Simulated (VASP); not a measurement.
# WSe2 (fluorite type) (Fm-3m) in VASP: notebook

The runs below take WSe2 (fluorite type) through electric field gradients, density of states, with PBE.

Everything below comes from runs of VASP 6.6.1. Logs are shortened: lines on timing, memory, paths and dates and some standing lists are left out, and cuts for length are marked.

## 1. The cell of the first run

It takes space group Fm-3m (No. 225, cubic). The conventional cell has a = 6.203 Å, b = 6.203 Å, c = 6.203 Å, α = 90.00°, β = 90.00°, γ = 90.00°. Within 3.5 Å of W (site symmetry m-3m) lie 8 Se at 2.69 Å. Se (site symmetry -43m) has 4 W at 2.69 Å and 6 Se at 3.10 Å within 3.5 Å.

## 2. Electric field gradients, PBE

File INCAR:

```
SYSTEM = WSe2
  ALGO = Normal
  EDIFF = 1E-8
  ENCUT = 520
  GGA = PE
  ISIF = 2
  ISMEAR = -1
  LASPH = .TRUE.
  LCHARG = .FALSE.
  LEFG = .TRUE.
  LREAL = .FALSE.
  LWAVE = .FALSE.
  NBANDS = 20
  NELM = 100
  PREC = Accurate
  SIGMA = 0.05
```

File KPOINTS:

```
k-points
0
G
  11 11 11
  0 0 0
```

File POSCAR:

```
WSe2
1.0
    0.0000000000      3.1013376318      3.1013376318
    3.1013376318      0.0000000000      3.1013376318
    3.1013376318      3.1013376318      0.0000000000
W Se
1 2
Direct
    0.0000000000      0.0000000000      0.0000000000
    0.2500000000      0.2500000000      0.2500000000
    0.7500000000      0.7500000000      0.7500000000
```

Potentials or basis: VASP PAW PBE potentials, release 64 (W_sv, Se).

On the command line:

```console
$ cat potpaw_PBE.64/W_sv/POTCAR potpaw_PBE.64/Se/POTCAR > POTCAR
$ mpirun -np 1 vasp_std > vasp.out
```

OUTCAR:

```text
SYSTEM = WSe2
   EDIFF = 1E-8
   ENCUT = 520
   GGA = PE
   ISIF = 2
   ISMEAR = -1
   LASPH = .TRUE.
   LREAL = .FALSE.
   NELM = 100
   PREC = Accurate

 ion  position               nearest neighbor table
   1  0.000  0.000  0.000-   3 2.69   3 2.69   3 2.69   2 2.69   3 2.69   2 2.69   2 2.69   2 2.69

   2  0.250  0.250  0.250-   1 2.69   1 2.69   1 2.69   1 2.69
   3  0.750  0.750  0.750-   1 2.69   1 2.69   1 2.69   1 2.69

  LATTYP: Found a face centered cubic cell.
 ALAT       =     6.2026752636

  Lattice vectors:

 A1 = (   0.0000000000,   3.1013376318,   3.1013376318)
 A2 = (   3.1013376318,   0.0000000000,   3.1013376318)
 A3 = (   3.1013376318,   3.1013376318,   0.0000000000)

Analysis of symmetry for initial positions (statically):
=====================================================================
 Subroutine PRICEL returns:
 Original cell was already a primitive cell.

 Routine SETGRP: Setting up the symmetry group for a
 face centered cubic supercell.

 Subroutine GETGRP returns: Found 48 space group operations
 (whereof 48 operations were pure point group operations)
 out of a pool of 48 trial point group operations.

The static configuration has the point symmetry O_h .

Analysis of symmetry for dynamics (positions and initial velocities):
=====================================================================
 Subroutine PRICEL returns:
 Original cell was already a primitive cell.

 Routine SETGRP: Setting up the symmetry group for a
 face centered cubic supercell.

 Subroutine GETGRP returns: Found 48 space group operations
 (whereof 48 operations were pure point group operations)
 out of a pool of 48 trial point group operations.

The dynamic configuration has the point symmetry O_h .

 Subroutine INISYM returns: Found 48 space group operations
 (whereof 48 operations are pure point group operations),
 and found     1 'primitive' translations

----------------------------------------------------------------------------------------

                                     Primitive cell

  volume of cell :      59.6592

  direct lattice vectors                    reciprocal lattice vectors
     0.000000000  3.101337632  3.101337632    -0.161220757  0.161220757  0.161220757
     3.101337632  0.000000000  3.101337632     0.161220757 -0.161220757  0.161220757
     3.101337632  3.101337632  0.000000000     0.161220757  0.161220757 -0.161220757

  length of vectors
     4.385953740  4.385953740  4.385953740     0.279242542  0.279242542  0.279242542

  position of ions in fractional coordinates (direct lattice)
     0.000000000  0.000000000  0.000000000
     0.250000000  0.250000000  0.250000000
     0.750000000  0.750000000  0.750000000

  ion indices of the primitive-cell ions
   primitive index   ion index
                 1           1
                 2           2
                 3           3

----------------------------------------------------------------------------------------

 KPOINTS: k-points

Automatic generation of k-mesh.
 Grid dimensions read from file:
 generate k-points for:   11   11   11

 Generating k-lattice:

  Cartesian coordinates                     Fractional coordinates (reciprocal lattice)
    -0.014656432  0.014656432  0.014656432     0.090909091  0.000000000  0.000000000
     0.014656432 -0.014656432  0.014656432     0.000000000  0.090909091  0.000000000
     0.014656432  0.014656432 -0.014656432     0.000000000  0.000000000  0.090909091

  Length of vectors
     0.025385686  0.025385686  0.025385686

  Shift w.r.t. Gamma in fractional coordinates (k-lattice)
     0.000000000  0.000000000  0.000000000

 Subroutine IBZKPT returns following result:
 ===========================================

 Found     56 irreducible k-points:

 Following reciprocal coordinates:
            Coordinates               Weight
  0.000000  0.000000  0.000000      1.000000
  0.090909  0.000000  0.000000      8.000000
  0.181818  0.000000  0.000000      8.000000
  0.272727  0.000000  0.000000      8.000000
  0.363636  0.000000  0.000000      8.000000
  0.454545  0.000000  0.000000      8.000000
[... 16 lines left out ...]
 -0.272727  0.181818  0.000000     24.000000
 -0.181818  0.181818  0.000000     12.000000
 [... further k-points ...]
   k-points           NKPTS =     56   k-points in BZ     NKDIM =     56   number of bands    NBANDS=     20
   number of dos      NEDOS =    301   number of ions     NIONS =      3
   total plane-waves  NPLWV =  46656
   dimension x,y,z NGX =    36 NGY =   36 NGZ =   36
   dimension x,y,z NGXF=    72 NGYF=   72 NGZF=   72
   ions per type =               1   2
   NGX,Y,Z   is equivalent  to a cutoff of  13.65, 13.65, 13.65 a.u.
   NGXF,Y,Z  is equivalent  to a cutoff of  27.29, 27.29, 27.29 a.u.
 SYSTEM =  WSe2
   PREC   = accura    normal or accurate (medium, high low for compatibility)
   ISTART =      0    job   : 0-new  1-cont  2-samecut
   ICHARG =      2    charge: 1-file 2-atom 10-const
   ISPIN  =      1    spin polarized calculation?
   LNONCOLLINEAR =      F non collinear calculations
   LSORBIT =      F    spin-orbit coupling
   LASPH  =      T    aspherical Exc in radial PAW
   ENCUT  =  520.0 eV  38.22 Ry    6.18 a.u.   8.15  8.15  8.15*2*pi/ulx,y,z
   NELM   =    100;   NELMIN=  2; NELMDL= -5     # of ELM steps
   EDIFF  = 0.1E-07   stopping-criterion for ELM
   LREAL  =      F    real-space projection
   EDIFFG = 0.1E-06   stopping-criterion for IOM
   NSW    =      0    number of steps for IOM
   IBRION =     -1    ionic relax: 0-MD 1-quasi-New 2-CG
   NFREE  =      0    steps in history (QN), initial steepest desc. (CG)
   ISIF   =      2    stress and relaxation
   ISYM   =      2    0-nonsym 1-usesym 2-fastsym
   POTIM  = 0.5000    time-step for ionic-motion
   TEBEG  =    0.0;   TEEND  =   0.0 temperature during run
   PSTRESS=    0.0 pullay stress
   NELECT =      26.0000    total number of electrons
   NUPDOWN=      -1.0000    fix difference up-down
   EMIN   =  10.00;   EMAX   =-10.00  energy-range for DOS
   EFERMI =   0.00;   METHOD = LEGACY
   ISMEAR =    -1;   SIGMA  =   0.05  broadening in eV -4-tet -1-fermi 0-gaus
   EFERMI_NEDOS =   21; number of points for ismear=-14 and -15
   IALGO  =     38    algorithm
   IMIX   =      4    mixing-type and parameters
     AMIX     =   0.40;   BMIX     =  1.00
     AMIX_MAG =   1.60;   BMIX_MAG =  1.00
  volume/ion in A,a.u.               =      19.89       134.20
  Fermi-wavevector in a.u.,A,eV,Ry     =   1.241196  2.345520 20.960681  1.540567
  Thomas-Fermi vector in A             =   2.375604
   LORBIT       =      0    0 simple, 1 ext, 2 COOP (PROOUT), +10 PAW based schemes
   GGA     = PE    functional components
   LHFCALC =     F    Hartree Fock is set to
   AEXX    =    0.0000 exact exchange contribution
   IVDW    =     0    specifies the selected vdW correction
   LEPSILON=     F    determine dielectric tensor
   LRPA    =     F    only Hartree local field effects (RPA)
 non-spin polarized calculation
  energy-cutoff  :      520.00
  volume of cell :       59.66
 maximum number of plane-waves:      1639
 NGX is ok and might be reduce to    36
   NGX = 17   NGY = 17   NGZ = 17

 number of electron      26.0000000 magnetization

 Free energy of the ion-electron system (eV)
  ---------------------------------------------------
  ext. energy  EPLUGINS =         0.00000000
  ---------------------------------------------------
  free energy    TOTEN  =       -19.23157015 eV

  energy without entropy =      -19.19590156  energy(sigma->0) =      -19.21373585

 E-fermi :   6.7231     XC(G=0): -10.9469

 val. band max:        6.7220247842   @ k =   0.0909   0.0000   0.0000
 cond. band min:       6.7367977047   @ k =   0.0909   0.0909   0.0000
 fundamental gap:      0.0147729205
 Fermi energy:         6.7231151351

 k-point     1 :       0.0000    0.0000    0.0000
  band No.  band energies     occupation
      1     -67.4387      2.00000
      2     -31.6364      2.00000
      3     -31.6364      2.00000
      4     -31.6364      2.00000
      5      -8.8760      2.00000
      6      -4.7039      2.00000
[... 12 lines left out ...]
     19      11.1030      0.00000
     20      11.1030      0.00000
[... 507 lines left out ...]
 k-point    24 :      -0.1818    0.1818    0.0000
  band No.  band energies     occupation
      1     -67.4386      2.00000
      2     -31.6450      2.00000
      3     -31.6400      2.00000
      4     -31.6377      2.00000
      5      -8.1137      2.00000
      6      -5.7794      2.00000
[... 12 lines left out ...]
     19      12.9250      0.00000
     20      14.2801      0.00000

 [... further k-points ...]
[... 5 lines left out ...]
  --------------------------------------------------------------------------------------
  -------------------------------------------------------------------------------------
  Total        0.0741532      0.0741532      0.0741532      0.0000000      0.0000000     -0.0000000
  in kB        1.9914227      1.9914227      1.9914227      0.0000000      0.0000000     -0.0000000
  external PRESSURE =       1.9914227 kB  Pullay stress =       0.0000000 kB

 VOLUME and BASIS-vectors are now :
 -----------------------------------------------------------------------------
  energy-cutoff  :      520.00
  volume of cell :       59.66
      direct lattice vectors                 reciprocal lattice vectors
     0.000000000  3.101337632  3.101337632    -0.161220757  0.161220757  0.161220757
     3.101337632  0.000000000  3.101337632     0.161220757 -0.161220757  0.161220757
     3.101337632  3.101337632  0.000000000     0.161220757  0.161220757 -0.161220757

 POSITION                                       TOTAL-FORCE (eV/Angst)
 -----------------------------------------------------------------------------------
      0.00000      0.00000      0.00000        -0.000000     -0.000000      0.000000
      1.55067      1.55067      1.55067         0.000000     -0.000000      0.000000
      4.65201      4.65201      4.65201        -0.000000      0.000000     -0.000000
 -----------------------------------------------------------------------------------
    total drift:                               -0.000000      0.000000      0.000000

  FREE ENERGIE OF THE ION-ELECTRON SYSTEM (eV)
  ---------------------------------------------------
  free  energy   TOTEN  =       -19.2315701482 eV

  energy  without entropy=      -19.1959015569  energy(sigma->0) =      -19.21373585

 Electric field gradients (V/A^2)
---------------------------------------------------------------------
 ion       V_xx      V_yy      V_zz      V_xy      V_xz      V_yz
---------------------------------------------------------------------
   1       0.000    -0.000     0.000    -0.001    -0.001    -0.001
   2       0.000    -0.000     0.000     0.000     0.000     0.000
   3       0.000    -0.000     0.000     0.000     0.000     0.000
---------------------------------------------------------------------

 Electric field gradients after diagonalization (V/A^2)
 (convention: |V_zz| > |V_xx| > |V_yy|)
----------------------------------------------------------------------
 ion       V_xx      V_yy      V_zz     asymmetry (V_yy - V_xx)/ V_zz
----------------------------------------------------------------------
   1       0.001     0.001    -0.001       0.000
   2      -0.000    -0.000     0.001       0.000
   3      -0.000    -0.000     0.001       0.000
----------------------------------------------------------------------

           NMR quadrupolar parameters

 Cq : quadrupolar parameter    Cq=e*Q*V_zz/h
 eta: asymmetry parameters     (V_yy - V_xx)/ V_zz
 Q  : nuclear electric quadrupole moment in mb (millibarn)
----------------------------------------------------------------------
 ion       Cq(MHz)       eta       Q (mb)
----------------------------------------------------------------------
   1      -0.000       0.000       1.000
   2       0.000       0.000       1.000
   3       0.000       0.000       1.000
----------------------------------------------------------------------
```

Wall time 59 s (1 thread of Intel Xeon Platinum 8375C at 2.90GHz (Ice Lake), shared host); peak memory 0.23 GiB.

Results:

- Free energy: -19.2316 eV
- Pressure: 0.2 GPa
- Band gap on the k mesh: zero (band 13 reaches 7.09 eV, above the bottom of band 14 at 6.26 eV)

Caveat: without QUAD_EFG the Cq values of the log hold for a quadrupole moment of 1 mb, not for the nuclei; spin-orbit coupling is left out, which moves the levels of the heavy elements.

## 3. Density of states, PBE

POSCAR is that of step 2.

File INCAR.step1:

```
PREC = Accurate
ENCUT = 520
EDIFF = 1E-6
ISMEAR = -1
SIGMA = 0.05
LREAL = F
LASPH = T
NELM = 80
ALGO = Normal
ISIF = 2
LWAVE = F
LCHARG = T
LMAXMIX = 4
GGA = PE
NBANDS = 20
```

File KPOINTS.step1:

```
Automatic mesh
0
Gamma
  11 11 11
```

File INCAR.step2:

```
PREC = Accurate
ENCUT = 520
EDIFF = 1E-6
ISMEAR = -5
SIGMA = 0.05
LREAL = F
LASPH = T
NELM = 80
ALGO = Normal
ISIF = 2
LWAVE = F
LCHARG = F
LMAXMIX = 4
GGA = PE
LORBIT = 11
NBANDS = 20
NEDOS = 1001
ICHARG = 11
```

File KPOINTS.step2:

```
Automatic mesh
0
Gamma
  17 17 17
```

Potentials or basis: VASP PAW PBE potentials, release 64 (W_sv, Se).

On the command line:

```console
$ cat potpaw_PBE.64/W_sv/POTCAR potpaw_PBE.64/Se/POTCAR > POTCAR
$ cp INCAR.step1 INCAR
$ cp KPOINTS.step1 KPOINTS
$ mpirun -np 1 vasp_std > vasp.out
$ cp INCAR.step2 INCAR
$ cp KPOINTS.step2 KPOINTS
$ mpirun -np 1 vasp_std > vasp.out
```

Wall time 2 min (1 thread of Intel Xeon Platinum 8375C at 2.90GHz (Ice Lake), shared host); peak memory 0.33 GiB.

The run converged. Its results:

```yaml
Valence_electrons_inside_the_program's_atomic_spheres: W 11.85; Se 3.84
```

Levels at points of the mesh, in eV from the Fermi level:
| k point | band 10 | band 11 | band 12 | band 13 | band 14 | band 15 | band 16 | band 17 |
| --- | --- | --- | --- | --- | --- | --- | --- | --- |
| (0.00, 0.00, 0.00) | -0.80 | -0.80 | -0.46 | -0.46 | -0.46 | 4.09 | 4.32 | 4.32 |

Caveat: spin-orbit coupling is left out, which moves the levels of the heavy elements; tetrahedron occupations give inexact forces and stress in metals.
